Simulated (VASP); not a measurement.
# ZnCd2Se2S (P6/mmm) in VASP: notebook

The runs below take ZnCd2Se2S through single point, with PBE.

All numbers are computed with VASP 6.6.1; they aren't measurements. Logs are shortened: lines on timing, memory, paths and dates and some standing lists are left out, and cuts for length are marked.

**1. The cell of the first run**

The structure is hexagonal, space group P6/mmm (No. 191). The conventional cell has a = 4.893 Å, b = 4.893 Å, c = 10.381 Å, α = 90.00°, β = 90.00°, γ = 120.00°. Zn (site symmetry 6/mmm) has 2 Cd at 2.63 Å within 3.5 Å. Cd (site symmetry 6mm) has 1 S at 2.56 Å and 1 Zn at 2.63 Å within 3.4 Å. Within 3.9 Å of Se (site symmetry -6m2) lie 3 S at 2.82 Å and 3 Se at 2.82 Å and 6 Cd at 3.81 Å. Within 3.4 Å of S (site symmetry 6/mmm) lie 2 Cd at 2.56 Å and 6 Se at 2.82 Å.

The cell was generated, and may not be a known phase.

**2. Single point, PBE**

INCAR reads:

```
SYSTEM = ZnCd2Se2S
PREC = Accurate ; ENCUT = 520
EDIFF = 1E-6 ; ISMEAR = 0
SIGMA = 0.1 ; LREAL = .FALSE.
LASPH = .TRUE. ; NELM = 60
ALGO = Normal ; ISIF = 2
LWAVE = .FALSE. ; LCHARG = .FALSE.
GGA = PE ; NBANDS = 36
```

KPOINTS reads:

```
Automatic mesh
0
G
  6 6 2
  0 0 0
```

POSCAR reads:

```
ZnCd2Se2S
1.0
    4.8926091641      0.0000000000      0.0000000000
   -2.4463045820      4.2371238269      0.0000000000
    0.0000000000      0.0000000000     10.3809802808
Zn Cd Se S
1 2 2 1
Direct
    0.0000000000      0.0000000000      0.5000000000
    0.0000000000      0.0000000000      0.2463346402
    0.0000000000      0.0000000000      0.7536653598
    0.3333333333      0.6666666667      0.0000000000
    0.6666666667      0.3333333333      0.0000000000
    0.0000000000      0.0000000000      0.0000000000
```

Potentials or basis: VASP PAW PBE potentials, release 64 (Zn, Cd, Se, S).

Launch:

```
> cat potpaw_PBE.64/Zn/POTCAR potpaw_PBE.64/Cd/POTCAR potpaw_PBE.64/Se/POTCAR potpaw_PBE.64/S/POTCAR > POTCAR
> mpirun -np 1 vasp_std > vasp.out
```

OUTCAR:

```text
SYSTEM = ZnCd2Se2S
   PREC = Accurate
   ENCUT = 520
   EDIFF = 1E-6
   ISMEAR = 0
   LREAL = .FALSE.
   LASPH = .TRUE.
   NELM = 60
   ISIF = 2
   GGA = PE

 ion  position               nearest neighbor table
   1  0.000  0.000  0.500-   2 2.63   3 2.63
   2  0.000  0.000  0.246-   6 2.56   1 2.63
   3  0.000  0.000  0.754-   6 2.56   1 2.63
   4  0.333  0.667  0.000-
   5  0.667  0.333  0.000-
   6  0.000  0.000  0.000-   2 2.56   3 2.56

  LATTYP: Found a hexagonal cell.
 ALAT       =     4.8926091641
 C/A-ratio  =     2.1217677384

  Lattice vectors:

 A1 = (   4.8926091641,   0.0000000000,   0.0000000000)
 A2 = (  -2.4463045820,   4.2371238269,   0.0000000000)
 A3 = (   0.0000000000,   0.0000000000,  10.3809802808)

Analysis of symmetry for initial positions (statically):
=====================================================================
 Subroutine PRICEL returns:
 Original cell was already a primitive cell.

 Routine SETGRP: Setting up the symmetry group for a
 hexagonal supercell.

 Subroutine GETGRP returns: Found 24 space group operations
 (whereof 24 operations were pure point group operations)
 out of a pool of 24 trial point group operations.

The static configuration has the point symmetry D_6h.

Analysis of symmetry for dynamics (positions and initial velocities):
=====================================================================
 Subroutine PRICEL returns:
 Original cell was already a primitive cell.

 Routine SETGRP: Setting up the symmetry group for a
 hexagonal supercell.

 Subroutine GETGRP returns: Found 24 space group operations
 (whereof 24 operations were pure point group operations)
 out of a pool of 24 trial point group operations.

The dynamic configuration has the point symmetry D_6h.

 Subroutine INISYM returns: Found 24 space group operations
 (whereof 24 operations are pure point group operations),
 and found     1 'primitive' translations

----------------------------------------------------------------------------------------

                                     Primitive cell

  volume of cell :     215.2039

  direct lattice vectors                    reciprocal lattice vectors
     4.892609164  0.000000000  0.000000000     0.204389921  0.118004576  0.000000000
    -2.446304582  4.237123827  0.000000000     0.000000000  0.236009152  0.000000000
     0.000000000  0.000000000 10.380980281     0.000000000  0.000000000  0.096330016

  length of vectors
     4.892609164  4.892609164 10.380980281     0.236009152  0.236009152  0.096330016

  position of ions in fractional coordinates (direct lattice)
     0.000000000  0.000000000  0.500000000
     0.000000000  0.000000000  0.246334640
     0.000000000  0.000000000  0.753665360
     0.333333333  0.666666667  0.000000000
     0.666666667  0.333333333  0.000000000
     0.000000000  0.000000000  0.000000000

  ion indices of the primitive-cell ions
   primitive index   ion index
                 1           1
                 2           2
                 3           3
                 4           4
                 5           5
                 6           6

----------------------------------------------------------------------------------------

 KPOINTS: Automatic mesh

Automatic generation of k-mesh.
 Grid dimensions read from file:
 generate k-points for:    6    6    2

 Generating k-lattice:

  Cartesian coordinates                     Fractional coordinates (reciprocal lattice)
     0.034064987  0.019667429  0.000000000     0.166666667  0.000000000  0.000000000
     0.000000000  0.039334859  0.000000000     0.000000000  0.166666667  0.000000000
     0.000000000  0.000000000  0.048165008     0.000000000  0.000000000  0.500000000

  Length of vectors
     0.039334859  0.039334859  0.048165008

  Shift w.r.t. Gamma in fractional coordinates (k-lattice)
     0.000000000  0.000000000  0.000000000

 Subroutine IBZKPT returns following result:
 ===========================================

 Found     14 irreducible k-points:

 Following reciprocal coordinates:
            Coordinates               Weight
  0.000000  0.000000  0.000000      1.000000
  0.166667  0.000000  0.000000      6.000000
  0.333333  0.000000  0.000000      6.000000
  0.500000  0.000000  0.000000      3.000000
  0.166667  0.166667  0.000000      6.000000
  0.333333  0.166667  0.000000     12.000000
  0.333333  0.333333  0.000000      2.000000
  0.000000  0.000000  0.500000      1.000000
  0.166667  0.000000  0.500000      6.000000
  0.333333  0.000000  0.500000      6.000000
  0.500000  0.000000  0.500000      3.000000
  0.166667  0.166667  0.500000      6.000000
  0.333333  0.166667  0.500000     12.000000
  0.333333  0.333333  0.500000      2.000000
   k-points           NKPTS =     14   k-points in BZ     NKDIM =     14   number of bands    NBANDS=     36
   number of dos      NEDOS =    301   number of ions     NIONS =      6
   total plane-waves  NPLWV = 103680
   dimension x,y,z NGX =    36 NGY =   36 NGZ =   80
   dimension x,y,z NGXF=    72 NGYF=   72 NGZF=  160
   ions per type =               1   2   2   1
   NGX,Y,Z   is equivalent  to a cutoff of  12.23, 12.23, 12.81 a.u.
   NGXF,Y,Z  is equivalent  to a cutoff of  24.46, 24.46, 25.62 a.u.
 SYSTEM =  ZnCd2Se2S
   PREC   = accura    normal or accurate (medium, high low for compatibility)
   ISTART =      0    job   : 0-new  1-cont  2-samecut
   ICHARG =      2    charge: 1-file 2-atom 10-const
   ISPIN  =      1    spin polarized calculation?
   LNONCOLLINEAR =      F non collinear calculations
   LSORBIT =      F    spin-orbit coupling
   LASPH  =      T    aspherical Exc in radial PAW
   ENCUT  =  520.0 eV  38.22 Ry    6.18 a.u.   9.10  9.10 19.30*2*pi/ulx,y,z
   NELM   =     60;   NELMIN=  2; NELMDL= -5     # of ELM steps
   EDIFF  = 0.1E-05   stopping-criterion for ELM
   LREAL  =      F    real-space projection
   EDIFFG = 0.1E-04   stopping-criterion for IOM
   NSW    =      0    number of steps for IOM
   IBRION =     -1    ionic relax: 0-MD 1-quasi-New 2-CG
   NFREE  =      0    steps in history (QN), initial steepest desc. (CG)
   ISIF   =      2    stress and relaxation
   ISYM   =      2    0-nonsym 1-usesym 2-fastsym
   POTIM  = 0.5000    time-step for ionic-motion
   TEBEG  =    0.0;   TEEND  =   0.0 temperature during run
   PSTRESS=    0.0 pullay stress
   NELECT =      54.0000    total number of electrons
   NUPDOWN=      -1.0000    fix difference up-down
   EMIN   =  10.00;   EMAX   =-10.00  energy-range for DOS
   EFERMI =   0.00;   METHOD = LEGACY
   ISMEAR =     0;   SIGMA  =   0.10  broadening in eV -4-tet -1-fermi 0-gaus
   EFERMI_NEDOS =   21; number of points for ismear=-14 and -15
   IALGO  =     38    algorithm
   IMIX   =      4    mixing-type and parameters
     AMIX     =   0.40;   BMIX     =  1.00
     AMIX_MAG =   1.60;   BMIX_MAG =  1.00
  volume/ion in A,a.u.               =      35.87       242.04
  Fermi-wavevector in a.u.,A,eV,Ry     =   1.032578  1.951289 14.506759  1.066217
  Thomas-Fermi vector in A             =   2.166782
   LORBIT       =      0    0 simple, 1 ext, 2 COOP (PROOUT), +10 PAW based schemes
   GGA     = PE    functional components
   LHFCALC =     F    Hartree Fock is set to
   AEXX    =    0.0000 exact exchange contribution
   IVDW    =     0    specifies the selected vdW correction
   LEPSILON=     F    determine dielectric tensor
   LRPA    =     F    only Hartree local field effects (RPA)
 non-spin polarized calculation
 Gauss-broadening in eV      SIGMA  =   0.10
  energy-cutoff  :      520.00
  volume of cell :      215.20
 maximum number of plane-waves:      5822
   NGX = 19   NGY = 19   NGZ = 39

 number of electron      54.0000016 magnetization

 Free energy of the ion-electron system (eV)
  ---------------------------------------------------
  ext. energy  EPLUGINS =         0.00000000
  ---------------------------------------------------
  free energy    TOTEN  =       -11.00064750 eV

  energy without entropy =      -10.97771504  energy(sigma->0) =      -10.98918127

 E-fermi :   0.9301     XC(G=0):  -7.4937

 val. band max:        0.8831988248   @ k =   0.5000   0.0000   0.0000
 cond. band min:       0.9799690556   @ k =   0.3333   0.1667   0.0000
 fundamental gap:      0.0967702308
 Fermi energy:         0.9300773648

 k-point     1 :       0.0000    0.0000    0.0000
  band No.  band energies     occupation
      1     -14.6883      2.00000
      2     -10.8432      2.00000
      3     -10.1889      2.00000
      4      -8.1668      2.00000
      5      -7.8770      2.00000
      6      -7.8397      2.00000
[... 28 lines left out ...]
     35       5.8067      0.00000
     36       5.9669      0.00000

 k-point     2 :       0.1667    0.0000    0.0000
  band No.  band energies     occupation
      1     -14.4947      2.00000
      2     -11.1081      2.00000
      3     -10.5137      2.00000
      4      -8.1643      2.00000
      5      -7.9109      2.00000
      6      -7.8451      2.00000
[... 28 lines left out ...]
     35       5.9284      0.00000
     36       6.2556      0.00000

 k-point     3 :       0.3333    0.0000    0.0000
  band No.  band energies     occupation
      1     -13.9279      2.00000
      2     -11.9376      2.00000
      3     -10.9853      2.00000
      4      -8.1593      2.00000
      5      -7.9382      2.00000
      6      -7.8563      2.00000
[... 28 lines left out ...]
     35       4.7636      0.00000
     36       6.1517      0.00000

 k-point     4 :       0.5000    0.0000    0.0000
  band No.  band energies     occupation
      1     -13.1473      2.00000
      2     -12.8982      2.00000
      3     -11.1386      2.00000
      4      -8.1568      2.00000
      5      -7.9443      2.00000
      6      -7.8636      2.00000
[... 28 lines left out ...]
     35       4.0937      0.00000
     36       5.8627      0.00000

 k-point     5 :       0.1667    0.1667    0.0000
  band No.  band energies     occupation
      1     -14.1143      2.00000
      2     -11.5291      2.00000
      3     -11.0718      2.00000
      4      -8.1606      2.00000
      5      -7.9437      2.00000
      6      -7.8518      2.00000
[... 28 lines left out ...]
     35       5.2776      0.00000
     36       6.0427      0.00000

 k-point     6 :       0.3333    0.1667    0.0000
  band No.  band energies     occupation
      1     -13.3916      2.00000
      2     -12.3707      2.00000
      3     -11.5314      2.00000
      4      -8.1568      2.00000
      5      -7.9613      2.00000
      6      -7.8576      2.00000
[... 28 lines left out ...]
     35       4.4042      0.00000
     36       5.7844      0.00000

 k-point     7 :       0.3333    0.3333    0.0000
  band No.  band energies     occupation
      1     -12.7960      2.00000
      2     -12.3798      2.00000
      3     -12.3798      2.00000
      4      -8.1556      2.00000
      5      -7.9709      2.00000
      6      -7.8535      2.00000
[... 28 lines left out ...]
     35       4.7413      0.00000
     36       4.7413      0.00000

 k-point     8 :       0.0000    0.0000    0.5000
  band No.  band energies     occupation
      1     -14.6881      2.00000
      2     -10.8392      2.00000
      3     -10.1889      2.00000
      4      -8.3462      2.00000
      5      -7.8768      2.00000
      6      -7.8768      2.00000
[... 28 lines left out ...]
     35       5.8631      0.00000
     36       6.0577      0.00000

 k-point     9 :       0.1667    0.0000    0.5000
  band No.  band energies     occupation
      1     -14.4946      2.00000
      2     -11.1052      2.00000
      3     -10.5135      2.00000
      4      -8.3439      2.00000
      5      -7.8829      2.00000
      6      -7.8729      2.00000
[... 28 lines left out ...]
     35       5.5663      0.00000
     36       5.6823      0.00000

 k-point    10 :       0.3333    0.0000    0.5000
  band No.  band energies     occupation
      1     -13.9276      2.00000
      2     -11.9366      2.00000
      3     -10.9843      2.00000
      4      -8.3395      2.00000
      5      -7.8957      2.00000
      6      -7.8562      2.00000
[... 28 lines left out ...]
     35       5.1152      0.00000
     36       5.2597      0.00000

 k-point    11 :       0.5000    0.0000    0.5000
  band No.  band energies     occupation
      1     -13.1466      2.00000
      2     -12.8982      2.00000
      3     -11.1375      2.00000
      4      -8.3372      2.00000
      5      -7.9025      2.00000
      6      -7.8465      2.00000
[... 28 lines left out ...]
     35       4.9313      0.00000
     36       5.0758      0.00000

 k-point    12 :       0.1667    0.1667    0.5000
  band No.  band energies     occupation
      1     -14.1141      2.00000
      2     -11.5272      2.00000
      3     -11.0718      2.00000
      4      -8.3406      2.00000
      5      -7.8771      2.00000
      6      -7.8696      2.00000
[... 28 lines left out ...]
     35       4.7314      0.00000
     36       5.3101      0.00000

 k-point    13 :       0.3333    0.1667    0.5000
  band No.  band energies     occupation
      1     -13.3912      2.00000
      2     -12.3701      2.00000
      3     -11.5309      2.00000
      4      -8.3372      2.00000
      5      -7.8783      2.00000
      6      -7.8522      2.00000
[... 28 lines left out ...]
     35       4.0923      0.00000
     36       5.1322      0.00000

 k-point    14 :       0.3333    0.3333    0.5000
  band No.  band energies     occupation
      1     -12.7949      2.00000
      2     -12.3798      2.00000
      3     -12.3798      2.00000
      4      -8.3362      2.00000
      5      -7.8560      2.00000
      6      -7.8560      2.00000
[... 28 lines left out ...]
     35       3.9318      0.00000
     36       5.3197      0.00000

------------------------ aborting loop because EDIFF is reached ----------------------------------------

  FORCE on cell =-STRESS in cart. coord.  units (eV):
  Direction    XX          YY          ZZ          XY          YZ          ZX
  --------------------------------------------------------------------------------------
  -------------------------------------------------------------------------------------
  Total       -0.0309888     -0.0309888      0.1684778     -0.0000000      0.0000000      0.0000000
  in kB       -0.2307094     -0.2307094      1.2543050     -0.0000000      0.0000000      0.0000000
  external PRESSURE =       0.2642954 kB  Pullay stress =       0.0000000 kB

 VOLUME and BASIS-vectors are now :
 -----------------------------------------------------------------------------
  energy-cutoff  :      520.00
  volume of cell :      215.20
      direct lattice vectors                 reciprocal lattice vectors
     4.892609164  0.000000000  0.000000000     0.204389921  0.118004576  0.000000000
    -2.446304582  4.237123827  0.000000000     0.000000000  0.236009152  0.000000000
     0.000000000  0.000000000 10.380980281     0.000000000  0.000000000  0.096330016

 POSITION                                       TOTAL-FORCE (eV/Angst)
 -----------------------------------------------------------------------------------
      0.00000      0.00000      5.19049         0.000000      0.000000      0.000000
      0.00000      0.00000      2.55720        -0.000000      0.000000      0.005943
      0.00000      0.00000      7.82379         0.000000     -0.000000     -0.005943
     -0.00000      2.82475      0.00000         0.000000     -0.000000      0.000000
      2.44630      1.41237      0.00000        -0.000000      0.000000     -0.000000
      0.00000      0.00000      0.00000         0.000000      0.000000      0.000000
 -----------------------------------------------------------------------------------
    total drift:                                0.000000     -0.000000      0.000000

  FREE ENERGIE OF THE ION-ELECTRON SYSTEM (eV)
  ---------------------------------------------------
  free  energy   TOTEN  =       -11.0006474964 eV

  energy  without entropy=      -10.9777150380  energy(sigma->0) =      -10.98918127
```

Wall time 88 s (1 thread of Intel Xeon Platinum 8488C (Sapphire Rapids), shared host); peak memory 0.38 GiB.

Results:

- Free energy: -11.0006 eV
- Pressure: 0.0 GPa
- Largest force: 0.006 eV/Å
- Band gap on the k mesh: zero (bands 27 and 28 overlap by 1.35 eV)

Forces on the atoms (eV/Å):
```
Zn   0.000  0.000  0.000
Cd   0.000  0.000  0.006
Cd   0.000  0.000 -0.006
Se   0.000  0.000  0.000
Se   0.000  0.000  0.000
S    0.000  0.000  0.000
```

Stress tensor (GPa, compression positive):
```
-0.02  0.00  0.00
 0.00 -0.02  0.00
 0.00  0.00  0.13
```

**3. Single point, PBE**

This run uses another cell than the first one, of 36.06 Å³/atom.

INCAR reads:

```
PREC     = Accurate       # precision mode
ENCUT    = 520            # plane-wave cutoff, eV
EDIFF    = 1E-6           # SCF threshold, eV
ISMEAR   = 0              # smearing method
SIGMA    = 0.1            # smearing width, eV
LREAL    = False          # projectors in reciprocal space
LASPH    = True           # aspherical terms in the spheres
NELM     = 60             # most SCF steps
ALGO     = Normal         # electronic algorithm
ISIF     = 2              # what is computed and relaxed
LWAVE    = False          # write WAVECAR
LCHARG   = False          # write CHGCAR
GGA      = PE             # functional
NBANDS   = 36             # bands
```

KPOINTS reads:

```
Automatic mesh
0
Gamma
  12 12 4
```

POSCAR reads:

```
ZnCd2Se2S
1.0
    4.9779200369      0.0000000000      0.0000000000
   -2.4889600184      4.3110052099      0.0000000000
    0.0000000000      0.0000000000     10.0812774926
Zn Cd Se S
1 2 2 1
Direct
    0.0000000000      0.0000000000      0.5000000000
    0.0000000000      0.0000000000      0.2452378475
    0.0000000000      0.0000000000      0.7547621525
    0.3333333333      0.6666666667      0.0000000000
    0.6666666667      0.3333333333      0.0000000000
    0.0000000000      0.0000000000      0.0000000000
```

Potentials or basis: VASP PAW PBE potentials, release 64 (Zn, Cd, Se, S).

Launch:

```
> cat potpaw_PBE.64/Zn/POTCAR potpaw_PBE.64/Cd/POTCAR potpaw_PBE.64/Se/POTCAR potpaw_PBE.64/S/POTCAR > POTCAR
> mpirun -np 1 vasp_std > vasp.out
```

It took 7.7 min on 1 thread of Intel Xeon Platinum 8488C (Sapphire Rapids), shared host; peak memory 0.66 GiB.

It converged, with:

```
Free energy            : -11.0489 eV
Pressure               : 0.1 GPa
Largest force          : 0.022 eV/Å
Band gap on the k mesh : zero (bands 27 and 28 overlap by 1.05 eV)
```

Forces in eV/Å, atoms in the order of the input:
```
Zn   0.000  0.000  0.000
Cd   0.000  0.000  0.022
Cd   0.000  0.000 -0.022
Se   0.000  0.000  0.000
Se   0.000  0.000  0.000
S    0.000  0.000  0.000
```

Stress tensor (GPa, compression positive):
```
-0.02  0.00  0.00
 0.00 -0.02  0.00
 0.00  0.00  0.30
```

Levels at points of the mesh, in eV from the Fermi level:
```csv
k point,band 23,band 24,band 25,band 26,band 27,band 28,band 29,band 30,band 31,band 32
"(0.00, 0.00, 0.00)",-4.18,-4.18,-2.12,-1.61,-0.52,-0.26,2.64,2.64,3.30,3.30
"(0.50, 0.00, 0.00)",-2.52,-2.04,-1.61,-1.23,-0.17,-0.12,0.27,0.75,0.95,1.95
"(0.00, 0.00, 0.50)",-4.18,-4.18,-3.26,-1.62,-0.26,1.82,2.37,2.37,2.37,3.30
"(0.50, 0.00, 0.50)",-2.63,-2.51,-2.01,-1.24,-0.12,0.13,0.75,0.94,1.40,1.62
```

The gap in the log of VASP goes by the Fermi energy; the results here count the filled bands.